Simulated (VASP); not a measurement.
# SiRu (P2_13) in VASP: vibrations by perturbation theory with PBEsol

Aim: the vibrations by perturbation theory of SiRu with PBEsol.

All numbers are computed with VASP 6.6.1; they aren't measurements. Logs are shortened: lines on timing, memory, paths and dates and some standing lists are left out, and cuts for length are marked.

## (1) The cell of the first run

The structure is cubic, space group P2_13 (No. 198). Conventional cell: a = 4.689 Å, b = 4.689 Å, c = 4.689 Å, α = 90.00°, β = 90.00°, γ = 90.00°. Si (site symmetry 3) has 7 Ru at 2.38 to 2.68 Å and 6 Si at 2.91 Å within 3.1 Å. Ru (site symmetry 3) has 7 Si at 2.38 to 2.68 Å and 6 Ru at 2.87 Å within 3.1 Å.

## (2) Vibrations by perturbation theory, PBEsol

Contents of INCAR:

```
ALGO = Normal
EDIFF = 1E-8
ENCUT = 500
GGA = PS
GGA_COMPAT = False
IBRION = 8
ISIF = 2
ISMEAR = 0
LASPH = True
LCHARG = False
LEPSILON = True
LREAL = False
LWAVE = False
NBANDS = 46
NELM = 120
NSW = 1
PREC = Accurate
SIGMA = 0.01
```

Contents of KPOINTS:

```
k-points
0
Gamma
  4 4 4
```

Contents of POSCAR:

```
SiRu
1.0
    4.6894853472      0.0000000000      0.0000000000
    0.0000000000      4.6894853472      0.0000000000
    0.0000000000      0.0000000000      4.6894853472
Si Ru
4 4
Direct
    0.1617496242      0.3382503758      0.6617496242
    0.3382503758      0.6617496242      0.1617496242
    0.6617496242      0.1617496242      0.3382503758
    0.8382503758      0.8382503758      0.8382503758
    0.8689438493      0.6310561507      0.3689438493
    0.6310561507      0.3689438493      0.8689438493
    0.3689438493      0.8689438493      0.6310561507
    0.1310561507      0.1310561507      0.1310561507
```

Potentials or basis: VASP PAW PBE potentials, release 64 (Si, Ru_pv).

The run is started by

```console
cat potpaw_PBE.64/Si/POTCAR potpaw_PBE.64/Ru_pv/POTCAR > POTCAR
mpirun -np 1 vasp_std > vasp.out
```

OUTCAR:

```text
EDIFF = 1E-8
   ENCUT = 500
   GGA = PS
   IBRION = 8
   ISIF = 2
   ISMEAR = 0
   LASPH = True
   LEPSILON = True
   LREAL = False
   NELM = 120
   NSW = 1
   PREC = Accurate

 ion  position               nearest neighbor table
   1  0.162  0.338  0.662-   5 2.38   6 2.41   7 2.41   8 2.41   7 2.68   8 2.68   6 2.68   3 2.91
                             3 2.91   2 2.91   4 2.91   4 2.91   2 2.91
   2  0.338  0.662  0.162-   6 2.38   5 2.41   7 2.41   8 2.41   5 2.68   7 2.68   8 2.68   4 2.91
                             4 2.91   3 2.91   3 2.91   1 2.91   1 2.91
   3  0.662  0.162  0.338-   7 2.38   6 2.41   5 2.41   8 2.41   6 2.68   5 2.68   8 2.68   1 2.91
                             1 2.91   2 2.91   2 2.91   4 2.91   4 2.91
   4  0.838  0.838  0.838-   8 2.38   6 2.41   7 2.41   5 2.41   6 2.68   5 2.68   7 2.68   2 2.91
                             2 2.91   3 2.91   3 2.91   1 2.91   1 2.91
   5  0.869  0.631  0.369-   1 2.38   2 2.41   3 2.41   4 2.41   3 2.68   4 2.68   2 2.68   6 2.87
                             6 2.87   8 2.87   8 2.87   7 2.87   7 2.87
   6  0.631  0.369  0.869-   2 2.38   1 2.41   3 2.41   4 2.41   1 2.68   3 2.68   4 2.68   5 2.87
                             5 2.87   7 2.87   7 2.87   8 2.87   8 2.87
   7  0.369  0.869  0.631-   3 2.38   2 2.41   1 2.41   4 2.41   2 2.68   1 2.68   4 2.68   8 2.87
                             6 2.87   6 2.87   8 2.87   5 2.87   5 2.87
   8  0.131  0.131  0.131-   4 2.38   2 2.41   3 2.41   1 2.41   2 2.68   1 2.68   3 2.68   5 2.87
                             7 2.87   7 2.87   5 2.87   6 2.87   6 2.87

  LATTYP: Found a simple cubic cell.
 ALAT       =     4.6894853472

  Lattice vectors:

 A1 = (   4.6894853472,   0.0000000000,   0.0000000000)
 A2 = (   0.0000000000,   4.6894853472,   0.0000000000)
 A3 = (   0.0000000000,   0.0000000000,   4.6894853472)

Analysis of symmetry for initial positions (statically):
=====================================================================
 Subroutine PRICEL returns:
 Original cell was already a primitive cell.

 Routine SETGRP: Setting up the symmetry group for a
 simple cubic supercell.
[... 865 lines left out ...]
  1X   -11.794809    3.197580   -3.199687   -0.138402    0.057737   -0.043318    1.533551   -0.046309   -0.117097    0.732237   -0.118979   -0.057607    2.262047   -2.195379    1.928088    5.279215    0.775232    1.864571    1.247460   -1.906032   -0.023732    0.878701    0.236149   -0.351219
  1Y     3.199687  -11.794809    3.197580    0.057607    0.732237   -0.118979    0.043318   -0.138402    0.057737    0.117097    1.533551   -0.046309   -1.928088    2.262047   -2.195379    0.351219    0.878701    0.236149   -1.864571    5.279215    0.775232    0.023732    1.247460   -1.906032
  1Z    -3.197580    3.199687  -11.794809    0.046309    0.117097    1.533551    0.118979    0.057607    0.732237   -0.057737    0.043318   -0.138402    2.195379   -1.928088    2.262047    1.906032    0.023732    1.247460   -0.236149    0.351219    0.878701   -0.775232   -1.864571    5.279215
  2X    -0.138402    0.057737    0.043318  -11.794809    3.197580    3.199687    0.732237   -0.118979    0.057607    1.533551   -0.046309    0.117097    5.279215    0.775232   -1.864571    2.262047   -2.195379   -1.928088    0.878701    0.236149    0.351219    1.247460   -1.906032    0.023732
  2Y     0.057607    0.732237    0.118979    3.199687  -11.794809   -3.197580    0.117097    1.533551    0.046309    0.043318   -0.138402   -0.057737    0.351219    0.878701   -0.236149   -1.928088    2.262047    2.195379    0.023732    1.247460    1.906032   -1.864571    5.279215   -0.775232
  2Z    -0.046309   -0.117097    1.533551    3.197580   -3.199687  -11.794809    0.057737   -0.043318   -0.138402   -0.118979   -0.057607    0.732237   -1.906032   -0.023732    1.247460   -2.195379    1.928088    2.262047    0.775232    1.864571    5.279215    0.236149   -0.351219    0.878701
  3X     1.533551    0.046309    0.117097    0.732237    0.118979    0.057607  -11.794809   -3.197580    3.199687   -0.138402   -0.057737    0.043318    1.247460    1.906032    0.023732    0.878701   -0.236149    0.351219    2.262047    2.195379   -1.928088    5.279215   -0.775232   -1.864571
  3Y    -0.043318   -0.138402    0.057737   -0.117097    1.533551   -0.046309   -3.199687  -11.794809    3.197580   -0.057607    0.732237   -0.118979    1.864571    5.279215    0.775232   -0.023732    1.247460   -1.906032    1.928088    2.262047   -2.195379   -0.351219    0.878701    0.236149
  3Z    -0.118979    0.057607    0.732237    0.057737    0.043318   -0.138402    3.197580    3.199687  -11.794809   -0.046309    0.117097    1.533551    0.236149    0.351219    0.878701    0.775232   -1.864571    5.279215   -2.195379   -1.928088    2.262047   -1.906032    0.023732    1.247460
  4X     0.732237    0.118979   -0.057607    1.533551    0.046309   -0.117097   -0.138402   -0.057737   -0.043318  -11.794809   -3.197580   -3.199687    0.878701   -0.236149   -0.351219    1.247460    1.906032   -0.023732    5.279215   -0.775232    1.864571    2.262047    2.195379    1.928088
  4Y    -0.117097    1.533551    0.046309   -0.043318   -0.138402   -0.057737   -0.057607    0.732237    0.118979   -3.199687  -11.794809   -3.197580   -0.023732    1.247460    1.906032    1.864571    5.279215   -0.775232   -0.351219    0.878701   -0.236149    1.928088    2.262047    2.195379
  4Z    -0.057737   -0.043318   -0.138402    0.118979   -0.057607    0.732237    0.046309   -0.117097    1.533551   -3.197580   -3.199687  -11.794809   -0.775232    1.864571    5.279215   -0.236149   -0.351219    0.878701    1.906032   -0.023732    1.247460    2.195379    1.928088    2.262047
  5X     2.260509   -1.931880    2.196750    5.289411    0.351660   -1.910494    1.249188    1.858254    0.235256    0.873782   -0.019561   -0.774334  -18.275241   -0.240740    0.243014    2.629169   -0.009598    1.121936    5.768317    1.127293   -1.128787    0.204865   -1.135428    0.016658
  5Y    -2.196750    2.260509   -1.931880    0.774334    0.873782   -0.019561    1.910494    5.289411    0.351660   -0.235256    1.249188    1.858254   -0.243014  -18.275241   -0.240740   -0.016658    0.204865   -1.135428   -1.121936    2.629169   -0.009598    1.128787    5.768317    1.127293
  5Z     1.931880   -2.196750    2.260509   -1.858254   -0.235256    1.249188    0.019561    0.774334    0.873782   -0.351660    1.910494    5.289411    0.240740   -0.243014  -18.275241   -1.127293    1.128787    5.768317    1.135428   -0.016658    0.204865    0.009598   -1.121936    2.629169
  6X     5.289411    0.351660    1.910494    2.260509   -1.931880   -2.196750    0.873782   -0.019561    0.774334    1.249188    1.858254   -0.235256    2.629169   -0.009598   -1.121936  -18.275241   -0.240740   -0.243014    0.204865   -1.135428   -0.016658    5.768317    1.127293    1.128787
  6Y     0.774334    0.873782    0.019561   -2.196750    2.260509    1.931880   -0.235256    1.249188   -1.858254    1.910494    5.289411   -0.351660   -0.016658    0.204865    1.135428   -0.243014  -18.275241    0.240740    1.128787    5.768317   -1.127293   -1.121936    2.629169    0.009598
  6Z     1.858254    0.235256    1.249188   -1.931880    2.196750    2.260509    0.351660   -1.910494    5.289411   -0.019561   -0.774334    0.873782    1.127293   -1.128787    5.768317   -0.240740    0.243014  -18.275241   -0.009598    1.121936    2.629169   -1.135428    0.016658    0.204865
  7X     1.249188   -1.858254   -0.235256    0.873782    0.019561    0.774334    2.260509    1.931880   -2.196750    5.289411   -0.351660    1.910494    5.768317   -1.127293    1.128787    0.204865    1.135428   -0.016658  -18.275241    0.240740   -0.243014    2.629169    0.009598   -1.121936
  7Y    -1.910494    5.289411    0.351660    0.235256    1.249188    1.858254    2.196750    2.260509   -1.931880   -0.774334    0.873782   -0.019561    1.121936    2.629169   -0.009598   -1.128787    5.768317    1.127293    0.243014  -18.275241   -0.240740    0.016658    0.204865   -1.135428
  7Z    -0.019561    0.774334    0.873782    0.351660    1.910494    5.289411   -1.931880   -2.196750    2.260509    1.858254   -0.235256    1.249188   -1.135428   -0.016658    0.204865   -0.009598   -1.121936    2.629169   -0.240740   -0.243014  -18.275241    1.127293    1.128787    5.768317
  8X     0.873782    0.019561   -0.774334    1.249188   -1.858254    0.235256    5.289411   -0.351660   -1.910494    2.260509    1.931880    2.196750    0.204865    1.135428    0.016658    5.768317   -1.127293   -1.128787    2.629169    0.009598    1.121936  -18.275241    0.240740    0.243014
  8Y     0.235256    1.249188   -1.858254   -1.910494    5.289411   -0.351660   -0.774334    0.873782    0.019561    2.196750    2.260509    1.931880   -1.128787    5.768317   -1.127293    1.121936    2.629169    0.009598    0.016658    0.204865    1.135428    0.243014  -18.275241    0.240740
  8Z    -0.351660   -1.910494    5.289411    0.019561   -0.774334    0.873782   -1.858254    0.235256    1.249188    1.931880    2.196750    2.260509    0.009598    1.121936    2.629169    1.135428    0.016658    0.204865   -1.127293   -1.128787    5.768317    0.240740    0.243014  -18.275241

 Eigenvectors and eigenvalues of the dynamical matrix
 ----------------------------------------------------

   1 f  =   13.468466 THz    84.624867 2PiTHz  449.259666 cm-1    55.701074 meV
             X         Y         Z           dx          dy          dz
      0.758522  1.586220  3.103265    -0.173132    0.096536   -0.072314
      1.586220  3.103265  0.758522     0.054478   -0.159901   -0.111743
      3.103265  0.758522  1.586220     0.459380    0.450519   -0.471129
      3.930963  3.930963  3.930963     0.231770    0.194082    0.287072
      4.074899  2.959329  1.730157    -0.018705   -0.139736   -0.039230
      2.959329  1.730157  4.074899     0.006140   -0.052118    0.136265
      1.730157  4.074899  2.959329    -0.132205   -0.101096    0.097035
      0.614586  0.614586  0.614586    -0.157051   -0.013478    0.000000
[... 243 lines left out ...]
  24 f/i=    0.001702 THz     0.010692 2PiTHz    0.056762 cm-1     0.007038 meV
             X         Y         Z           dx          dy          dz
      0.758522  1.586220  3.103265     0.107705   -0.144001    0.148466
      1.586220  3.103265  0.758522     0.107735   -0.144004    0.148497
      3.103265  0.758522  1.586220     0.107737   -0.144023    0.148468
      3.930963  3.930963  3.930963     0.107708   -0.144025    0.148495
      4.074899  2.959329  1.730157     0.204258   -0.273093    0.281554
      2.959329  1.730157  4.074899     0.204334   -0.273069    0.281611
      1.730157  4.074899  2.959329     0.204311   -0.273149    0.281537
      0.614586  0.614586  0.614586     0.204235   -0.273125    0.281628

--------------------------------------------------------------------------------------------------------

 MACROSCOPIC STATIC DIELECTRIC TENSOR IONIC CONTRIBUTION
 ------------------------------------------------------
          16.815497     0.000000    -0.000000
           0.000000    16.815497     0.000000
          -0.000000     0.000000    16.815497
 ------------------------------------------------------

 ELASTIC MODULI CONTR FROM IONIC RELAXATION (kBar)
 Direction    XX          YY          ZZ          XY          YZ          ZX
 --------------------------------------------------------------------------------
 XX        -848.3475   -100.5119   -100.5119     -0.0000     -0.0000     -0.0000
 YY        -100.5119   -848.3475   -100.5119     -0.0000      0.0000      0.0000
 ZZ        -100.5119   -100.5119   -848.3475     -0.0000     -0.0000      0.0000
 XY          -0.0000     -0.0000     -0.0000   -123.1026      0.0000     -0.0000
 YZ          -0.0000      0.0000     -0.0000      0.0000   -123.1026      0.0000
 ZX           0.0000     -0.0000      0.0000     -0.0000      0.0000   -123.1026
 --------------------------------------------------------------------------------

 PIEZOELECTRIC TENSOR IONIC CONTR  for field in x, y, z        (C/m^2)
          XX          YY          ZZ          XY          YZ          ZX
  --------------------------------------------------------------------------------
  x     0.00000    -0.00000     0.00000    -0.00000     1.00826    -0.00000
  y    -0.00000     0.00000    -0.00000     0.00000    -0.00000     1.00826
  z    -0.00000     0.00000    -0.00000     1.00826    -0.00000     0.00000
```

Run time: 15 min. Hardware: 1 thread of Intel Xeon Platinum 8488C (Sapphire Rapids), shared host; peak memory 0.49 GiB.

What came out:

```yaml
Electronic_dielectric_tensor_diagonal: 54.00
Born_charges_mean_of_the_diagonal: Si +4.37; Ru -4.37 e
Highest_phonon_frequency_at_Γ: 449 cm⁻¹
```

Phonon frequencies in cm⁻¹ (negative: imaginary):
| q point | frequencies |
| --- | --- |
| (0.000, 0.000, 0.000) | 0 0 0 164 169 169 194 194 194 260 260 260 306 306 306 308 308 326 326 326 407 449 449 449 |

Electronic dielectric tensor:
```
54.00  0.00  0.00
 0.00 54.00  0.00
 0.00  0.00 54.00
```

Born effective charge tensors (e):
atom 1, Si
```
 4.37 -0.37 -0.29
 0.29  4.37 -0.37
 0.37  0.29  4.37
```
atom 2, Si
```
 4.37 -0.37  0.29
 0.29  4.37  0.37
-0.37 -0.29  4.37
```
atom 3, Si
```
 4.37  0.37  0.29
-0.29  4.37 -0.37
-0.37  0.29  4.37
```
atom 4, Si
```
 4.37  0.37 -0.29
-0.29  4.37  0.37
 0.37 -0.29  4.37
```
atom 5, Ru
```
-4.37 -0.74 -0.03
 0.03 -4.37 -0.74
 0.74  0.03 -4.37
```
atom 6, Ru
```
-4.37 -0.74  0.03
 0.03 -4.37  0.74
-0.74 -0.03 -4.37
```
atom 7, Ru
```
-4.37  0.74  0.03
-0.03 -4.37 -0.74
-0.74  0.03 -4.37
```
atom 8, Ru
```
-4.37  0.74 -0.03
-0.03 -4.37  0.74
 0.74 -0.03 -4.37
```
